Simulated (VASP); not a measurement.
# NaCl in VASP: settings compared

Aim: see how the results for NaCl move with the level of theory and the settings. Levels: PBEsol, PBE. Tasks: electric field gradients.

All numbers are computed with VASP 6.6.1; they aren't measurements. Logs are shortened: lines on timing, memory, paths and dates and some standing lists are left out, and cuts for length are marked.

**1. The cell of the first run**

The structure is cubic, space group Pm-3m (No. 221). Conventional cell: a = 2.860 Å, b = 2.860 Å, c = 2.860 Å, α = 90.00°, β = 90.00°, γ = 90.00°. Na (site symmetry m-3m) has 8 Cl at 2.48 Å and 6 Na at 2.86 Å within 3.3 Å. Within 3.3 Å of Cl (site symmetry m-3m) lie 8 Na at 2.48 Å and 6 Cl at 2.86 Å.

**2. Electric field gradients, PBEsol**

The input, INCAR:

```
PREC = Accurate ; ENCUT = 520
EDIFF = 1E-8 ; ISMEAR = -1
SIGMA = 0.02 ; LREAL = False
LASPH = True ; NELM = 80
ALGO = Normal ; ISIF = 2
LWAVE = False ; LCHARG = False
GGA = PS ; LEFG = True
NBANDS = 14
```

The input, KPOINTS:

```
regular mesh
0
Gamma
  8 8 8
```

The input, POSCAR:

```
NaCl
1.0
    2.8600000000      0.0000000000      0.0000000000
    0.0000000000      2.8600000000      0.0000000000
    0.0000000000      0.0000000000      2.8600000000
Na Cl
1 1
Direct
    0.0000000000      0.0000000000      0.0000000000
    0.5000000000      0.5000000000      0.5000000000
```

Potentials or basis: VASP PAW PBE potentials, release 64 (Na_pv, Cl).

Started as:

```console
cat potpaw_PBE.64/Na_pv/POTCAR potpaw_PBE.64/Cl/POTCAR > POTCAR
mpirun -np 1 vasp_std > vasp.out
```

OUTCAR:

```text
PREC = Accurate
   ENCUT = 520
   EDIFF = 1E-8
   ISMEAR = -1
   LREAL = False
   LASPH = True
   NELM = 80
   ISIF = 2
   GGA = PS

 ion  position               nearest neighbor table
   1  0.000  0.000  0.000-   2 2.48   2 2.48   2 2.48   2 2.48   2 2.48   2 2.48   2 2.48   2 2.48

   2  0.500  0.500  0.500-   1 2.48   1 2.48   1 2.48   1 2.48   1 2.48   1 2.48   1 2.48   1 2.48

  LATTYP: Found a simple cubic cell.
 ALAT       =     2.8600000000

  Lattice vectors:

 A1 = (   2.8600000000,   0.0000000000,   0.0000000000)
 A2 = (   0.0000000000,   2.8600000000,   0.0000000000)
 A3 = (   0.0000000000,   0.0000000000,   2.8600000000)

Analysis of symmetry for initial positions (statically):
=====================================================================
 Subroutine PRICEL returns:
 Original cell was already a primitive cell.

 Routine SETGRP: Setting up the symmetry group for a
 simple cubic supercell.

 Subroutine GETGRP returns: Found 48 space group operations
 (whereof 48 operations were pure point group operations)
 out of a pool of 48 trial point group operations.

The static configuration has the point symmetry O_h .

Analysis of symmetry for dynamics (positions and initial velocities):
=====================================================================
 Subroutine PRICEL returns:
 Original cell was already a primitive cell.

 Routine SETGRP: Setting up the symmetry group for a
 simple cubic supercell.

 Subroutine GETGRP returns: Found 48 space group operations
 (whereof 48 operations were pure point group operations)
 out of a pool of 48 trial point group operations.

The dynamic configuration has the point symmetry O_h .

 Subroutine INISYM returns: Found 48 space group operations
 (whereof 48 operations are pure point group operations),
 and found     1 'primitive' translations

----------------------------------------------------------------------------------------

                                     Primitive cell

  volume of cell :      23.3937

  direct lattice vectors                    reciprocal lattice vectors
     2.860000000  0.000000000  0.000000000     0.349650350  0.000000000  0.000000000
[... 130 lines left out ...]
  free energy    TOTEN  =        -4.77997087 eV

  energy without entropy =       -4.77997087  energy(sigma->0) =       -4.77997087

 E-fermi :   7.1758     XC(G=0): -11.5613

 val. band max:        6.7637014565   @ k =   0.5000   0.5000   0.0000
 cond. band min:      10.9651620975   @ k =   0.5000   0.5000   0.0000
 fundamental gap:      4.2014606410
 Fermi energy:         7.1758093204

 k-point     1 :       0.0000    0.0000    0.0000
  band No.  band energies     occupation
      1     -15.8193      2.00000
      2     -15.8193      2.00000
      3     -15.8193      2.00000
      4     -10.2450      2.00000
      5       5.4842      2.00000
      6       5.4842      2.00000
      7       5.4842      2.00000
      8      13.2581      0.00000
      9      13.2581      0.00000
     10      13.9586      0.00000
     11      24.6002      0.00000
     12      24.6002      0.00000
     13      24.6002      0.00000
     14      29.0609      0.00000
[... 377 lines left out ...]
      1     -16.0992      2.00000
      2     -16.0320      2.00000
      3     -15.7956      2.00000
      4      -7.7998      2.00000
      5       1.1639      2.00000
      6       1.9677      2.00000
      7       5.7113      2.00000
      8      11.9210      0.00000
      9      17.2855      0.00000
     10      17.7889      0.00000
     11      18.7572      0.00000
     12      23.8925      0.00000
     13      24.3441      0.00000
     14      28.3708      0.00000

 [... further k-points ...]
[... 5 lines left out ...]
  --------------------------------------------------------------------------------------
  -------------------------------------------------------------------------------------
  Total        8.7699108      8.7699108      8.7699108     -0.0000000     -0.0000000     -0.0000000
  in kB      600.6308866    600.6308866    600.6308866     -0.0000000     -0.0000000     -0.0000000
  external PRESSURE =     600.6308866 kB  Pullay stress =       0.0000000 kB

 VOLUME and BASIS-vectors are now :
 -----------------------------------------------------------------------------
  energy-cutoff  :      520.00
  volume of cell :       23.39
      direct lattice vectors                 reciprocal lattice vectors
     2.860000000  0.000000000  0.000000000     0.349650350  0.000000000  0.000000000
     0.000000000  2.860000000  0.000000000     0.000000000  0.349650350  0.000000000
     0.000000000  0.000000000  2.860000000     0.000000000  0.000000000  0.349650350

 POSITION                                       TOTAL-FORCE (eV/Angst)
 -----------------------------------------------------------------------------------
      0.00000      0.00000      0.00000         0.000000      0.000000      0.000000
      1.43000      1.43000      1.43000         0.000000      0.000000      0.000000
 -----------------------------------------------------------------------------------
    total drift:                                0.000000     -0.000000     -0.000000

  FREE ENERGIE OF THE ION-ELECTRON SYSTEM (eV)
  ---------------------------------------------------
  free  energy   TOTEN  =        -4.7799708656 eV

  energy  without entropy=       -4.7799708656  energy(sigma->0) =       -4.77997087

 Electric field gradients (V/A^2)
---------------------------------------------------------------------
 ion       V_xx      V_yy      V_zz      V_xy      V_xz      V_yz
---------------------------------------------------------------------
   1      -0.000    -0.000     0.000     0.000    -0.000    -0.000
   2       0.000    -0.000    -0.000    -0.000     0.000     0.000
---------------------------------------------------------------------

 Electric field gradients after diagonalization (V/A^2)
 (convention: |V_zz| > |V_xx| > |V_yy|)
----------------------------------------------------------------------
 ion       V_xx      V_yy      V_zz     asymmetry (V_yy - V_xx)/ V_zz
----------------------------------------------------------------------
   1      -0.000    -0.000     0.000       0.120
   2       0.000    -0.000    -0.000       0.950
----------------------------------------------------------------------

           NMR quadrupolar parameters

 Cq : quadrupolar parameter    Cq=e*Q*V_zz/h
 eta: asymmetry parameters     (V_yy - V_xx)/ V_zz
 Q  : nuclear electric quadrupole moment in mb (millibarn)
----------------------------------------------------------------------
 ion       Cq(MHz)       eta       Q (mb)
----------------------------------------------------------------------
   1       0.000       0.120       1.000
   2      -0.000       0.950       1.000
----------------------------------------------------------------------
```

Wall time 7.8 s (1 thread of Intel Xeon Platinum 8259CL at 2.50GHz (Skylake/Cascade Lake), shared host); peak memory 0.13 GiB.

What came out:

```yaml
Free_energy: -4.7800 eV
Pressure: 60.1 GPa
Band_gap_on_the_k_mesh: 4.20 eV, direct
```

Caveat: without QUAD_EFG the Cq values of the log hold for a quadrupole moment of 1 mb, not for the nuclei; the PAW data sets were made with another functional, which shifts forces and pressure a little.

**3. Electric field gradients, PBE (equal xy, yz and zx shear strains of +3 %)**

The input, INCAR:

```
SYSTEM = NaCl
ALGO     = Normal         ! electronic algorithm
EDIFF    = 1E-8           ! SCF threshold, eV
ENCUT    = 520            ! plane-wave cutoff, eV
GGA      = PE             ! functional
ISIF     = 2              ! what is computed and relaxed
ISMEAR   = -1             ! smearing method
LASPH    = .True.         ! aspherical terms in the spheres
LCHARG   = .False.        ! write CHGCAR
LEFG     = .True.       
LREAL    = .False.        ! projectors in reciprocal space
LWAVE    = .False.        ! write WAVECAR
NBANDS   = 14             ! bands
NELM     = 100            ! most SCF steps
PREC     = Accurate       ! precision mode
SIGMA    = 0.02           ! smearing width, eV
```

The input, KPOINTS:

```
k-points
0
Gamma
  8 8 8
  0 0 0
```

The input, POSCAR:

```
NaCl
1.0
    2.8600000000      0.0429000000      0.0429000000
    0.0429000000      2.8600000000      0.0429000000
    0.0429000000      0.0429000000      2.8600000000
Na Cl
1 1
Direct
    0.0000000000      0.0000000000      0.0000000000
    0.5000000000      0.5000000000      0.5000000000
```

Potentials or basis: VASP PAW PBE potentials, release 64 (Na_pv, Cl).

Started as:

```console
cat potpaw_PBE.64/Na_pv/POTCAR potpaw_PBE.64/Cl/POTCAR > POTCAR
mpirun -np 1 vasp_std > vasp.out
```

OUTCAR:

```text
SYSTEM = NaCl
   EDIFF = 1E-8
   ENCUT = 520
   GGA = PE
   ISIF = 2
   ISMEAR = -1
   LASPH = .True.
   LREAL = .False.
   NELM = 100
   PREC = Accurate

 ion  position               nearest neighbor table
   1  0.000  0.000  0.000-   2 2.45   2 2.45   2 2.45   2 2.45   2 2.45   2 2.45   2 2.55   2 2.55

   2  0.500  0.500  0.500-   1 2.45   1 2.45   1 2.45   1 2.45   1 2.45   1 2.45   1 2.55   1 2.55

  LATTYP: Found a trigonal (rhomboedric) cell.
 ALAT       =     2.8606434276
 COS(alpha) =     0.0302114049

  Lattice vectors:

 A1 = (   2.8600000000,   0.0429000000,   0.0429000000)
 A2 = (   0.0429000000,   2.8600000000,   0.0429000000)
 A3 = (   0.0429000000,   0.0429000000,   2.8600000000)

Analysis of symmetry for initial positions (statically):
=====================================================================
 Subroutine PRICEL returns:
 Original cell was already a primitive cell.

 Routine SETGRP: Setting up the symmetry group for a
 trigonal (rhombohedral) supercell.

 Subroutine GETGRP returns: Found 12 space group operations
 (whereof 12 operations were pure point group operations)
 out of a pool of 12 trial point group operations.

The static configuration has the point symmetry D_3d.

Analysis of symmetry for dynamics (positions and initial velocities):
=====================================================================
 Subroutine PRICEL returns:
 Original cell was already a primitive cell.

 Routine SETGRP: Setting up the symmetry group for a
 trigonal (rhombohedral) supercell.

[... 168 lines left out ...]
      8      13.5045      0.00000
      9      13.5045      0.00000
     10      14.2594      0.00000
     11      24.3885      0.00000
     12      24.3885      0.00000
     13      24.9645      0.00000
     14      28.4695      0.00000
[... 377 lines left out ...]
      1     -16.2120      2.00000
      2     -15.8950      2.00000
      3     -15.8881      2.00000
      4      -8.6060      2.00000
      5       0.9697      2.00000
      6       5.0318      2.00000
      7       5.2838      2.00000
      8      16.5696      0.00000
      9      16.8311      0.00000
     10      17.2976      0.00000
     11      18.0526      0.00000
     12      22.2627      0.00000
     13      23.0712      0.00000
     14      25.6146      0.00000

 [... further k-points ...]
[... 5 lines left out ...]
  --------------------------------------------------------------------------------------
  -------------------------------------------------------------------------------------
  Total        9.5708495      9.5708495      9.5708495     -0.2663359     -0.2663359     -0.2663359
  in kB      655.9236403    655.9236403    655.9236403    -18.2529299    -18.2529299    -18.2529299
  external PRESSURE =     655.9236403 kB  Pullay stress =       0.0000000 kB

 VOLUME and BASIS-vectors are now :
 -----------------------------------------------------------------------------
  energy-cutoff  :      520.00
  volume of cell :       23.38
      direct lattice vectors                 reciprocal lattice vectors
     2.860000000  0.042900000  0.042900000     0.349805436 -0.005169538 -0.005169538
     0.042900000  2.860000000  0.042900000    -0.005169538  0.349805436 -0.005169538
     0.042900000  0.042900000  2.860000000    -0.005169538 -0.005169538  0.349805436

 POSITION                                       TOTAL-FORCE (eV/Angst)
 -----------------------------------------------------------------------------------
      0.00000      0.00000      0.00000         0.000000      0.000000      0.000000
      1.47290      1.47290      1.47290        -0.000000     -0.000000     -0.000000
 -----------------------------------------------------------------------------------
    total drift:                               -0.000000     -0.000000     -0.000000

  FREE ENERGIE OF THE ION-ELECTRON SYSTEM (eV)
  ---------------------------------------------------
  free  energy   TOTEN  =        -4.1805407722 eV

  energy  without entropy=       -4.1805407722  energy(sigma->0) =       -4.18054077

 Electric field gradients (V/A^2)
---------------------------------------------------------------------
 ion       V_xx      V_yy      V_zz      V_xy      V_xz      V_yz
---------------------------------------------------------------------
   1       0.000     0.000     0.000     2.984     2.984     2.984
   2      -0.000    -0.000    -0.000     0.638     0.638     0.638
---------------------------------------------------------------------

 Electric field gradients after diagonalization (V/A^2)
 (convention: |V_zz| > |V_xx| > |V_yy|)
----------------------------------------------------------------------
 ion       V_xx      V_yy      V_zz     asymmetry (V_yy - V_xx)/ V_zz
----------------------------------------------------------------------
   1      -2.984    -2.984     5.967       0.000
   2      -0.638    -0.638     1.277       0.000
----------------------------------------------------------------------

           NMR quadrupolar parameters

 Cq : quadrupolar parameter    Cq=e*Q*V_zz/h
 eta: asymmetry parameters     (V_yy - V_xx)/ V_zz
 Q  : nuclear electric quadrupole moment in mb (millibarn)
----------------------------------------------------------------------
 ion       Cq(MHz)       eta       Q (mb)
----------------------------------------------------------------------
   1       0.014       0.000       1.000
   2       0.003       0.000       1.000
----------------------------------------------------------------------
```

Run time: 9.3 s. Hardware: 1 thread of Intel Xeon Platinum 8488C (Sapphire Rapids), shared host; peak memory 0.14 GiB.

What came out:

| Property | Result |
| --- | --- |
| Free energy | -4.1805 eV |
| Pressure | 65.6 GPa |
| Band gap on the k mesh | 4.44 eV, direct |

Electric field gradients, principal values (V/Å²):
| atom | least | middle | greatest (by size) |
| --- | --- | --- | --- |
| 1 Na | -2.984 | -2.984 | 5.967 |
| 2 Cl | -0.638 | -0.638 | 1.277 |

Caveat: the cell differs from its parent crystal (equal xy, yz and zx shear strains of +3 %); without QUAD_EFG the Cq values of the log hold for a quadrupole moment of 1 mb, not for the nuclei. A k mesh can miss the band edges.

**4. Electric field gradients, PBE (equal xy, yz and zx shear strains of +3 %)**

The input, INCAR:

```
PREC = Accurate
ENCUT = 520
EDIFF = 1E-8
ISMEAR = -1
SIGMA = 0.02
LREAL = F
LASPH = T
NELM = 60
ALGO = Normal
ISIF = 2
LWAVE = F
LCHARG = F
GGA = PE
LEFG = T
NBANDS = 14
```

The input, KPOINTS:

```
regular mesh
0
Gamma
  8 8 8
```

POSCAR is that of step 3.

Potentials or basis: VASP PAW PBE potentials, release 64 (Na_pv, Cl).

Started as:

```console
cat potpaw_PBE.64/Na_pv/POTCAR potpaw_PBE.64/Cl/POTCAR > POTCAR
mpirun -np 1 vasp_std > vasp.out
```

OUTCAR:

```text
PREC = Accurate
   ENCUT = 520
   EDIFF = 1E-8
   ISMEAR = -1
   LREAL = F
   LASPH = T
   NELM = 60
   ISIF = 2
   GGA = PE

 ion  position               nearest neighbor table
   1  0.000  0.000  0.000-   2 2.45   2 2.45   2 2.45   2 2.45   2 2.45   2 2.45   2 2.55   2 2.55

   2  0.500  0.500  0.500-   1 2.45   1 2.45   1 2.45   1 2.45   1 2.45   1 2.45   1 2.55   1 2.55

  LATTYP: Found a trigonal (rhomboedric) cell.
 ALAT       =     2.8606434276
 COS(alpha) =     0.0302114049

  Lattice vectors:

 A1 = (   2.8600000000,   0.0429000000,   0.0429000000)
 A2 = (   0.0429000000,   2.8600000000,   0.0429000000)
 A3 = (   0.0429000000,   0.0429000000,   2.8600000000)

Analysis of symmetry for initial positions (statically):
=====================================================================
 Subroutine PRICEL returns:
 Original cell was already a primitive cell.

 Routine SETGRP: Setting up the symmetry group for a
 trigonal (rhombohedral) supercell.

[... 598 lines left out ...]
     2.860000000  0.042900000  0.042900000     0.349805436 -0.005169538 -0.005169538
     0.042900000  2.860000000  0.042900000    -0.005169538  0.349805436 -0.005169538
     0.042900000  0.042900000  2.860000000    -0.005169538 -0.005169538  0.349805436

 POSITION                                       TOTAL-FORCE (eV/Angst)
 -----------------------------------------------------------------------------------
      0.00000      0.00000      0.00000         0.000000      0.000000      0.000000
      1.47290      1.47290      1.47290        -0.000000     -0.000000     -0.000000
 -----------------------------------------------------------------------------------
    total drift:                               -0.000000     -0.000000     -0.000000

  FREE ENERGIE OF THE ION-ELECTRON SYSTEM (eV)
  ---------------------------------------------------
  free  energy   TOTEN  =        -4.1805407722 eV

  energy  without entropy=       -4.1805407722  energy(sigma->0) =       -4.18054077

 Electric field gradients (V/A^2)
---------------------------------------------------------------------
 ion       V_xx      V_yy      V_zz      V_xy      V_xz      V_yz
---------------------------------------------------------------------
   1       0.000     0.000     0.000     2.984     2.984     2.984
   2      -0.000    -0.000    -0.000     0.638     0.638     0.638
---------------------------------------------------------------------

 Electric field gradients after diagonalization (V/A^2)
 (convention: |V_zz| > |V_xx| > |V_yy|)
----------------------------------------------------------------------
 ion       V_xx      V_yy      V_zz     asymmetry (V_yy - V_xx)/ V_zz
----------------------------------------------------------------------
   1      -2.984    -2.984     5.967       0.000
   2      -0.638    -0.638     1.277       0.000
----------------------------------------------------------------------

           NMR quadrupolar parameters

 Cq : quadrupolar parameter    Cq=e*Q*V_zz/h
 eta: asymmetry parameters     (V_yy - V_xx)/ V_zz
 Q  : nuclear electric quadrupole moment in mb (millibarn)
----------------------------------------------------------------------
 ion       Cq(MHz)       eta       Q (mb)
----------------------------------------------------------------------
   1       0.014       0.000       1.000
   2       0.003       0.000       1.000
----------------------------------------------------------------------
```

Run time: 9.8 s. Hardware: 1 thread of Intel Xeon Platinum 8488C (Sapphire Rapids), shared host; peak memory 0.14 GiB.

What came out:

- Free energy: -4.1805 eV
- Pressure: 65.6 GPa
- Band gap on the k mesh: 4.44 eV, direct

Stress tensor (GPa, compression positive):
```
65.59 -1.83 -1.83
-1.83 65.59 -1.83
-1.83 -1.83 65.59
```

Electric field gradients, principal values (V/Å²):
```csv
atom,least,middle,greatest (by size)
1 Na,-2.984,-2.984,5.967
2 Cl,-0.638,-0.638,1.277
```

Caveat: the cell differs from its parent crystal (equal xy, yz and zx shear strains of +3 %); without QUAD_EFG the Cq values of the log hold for a quadrupole moment of 1 mb, not for the nuclei. A k mesh can miss the band edges.
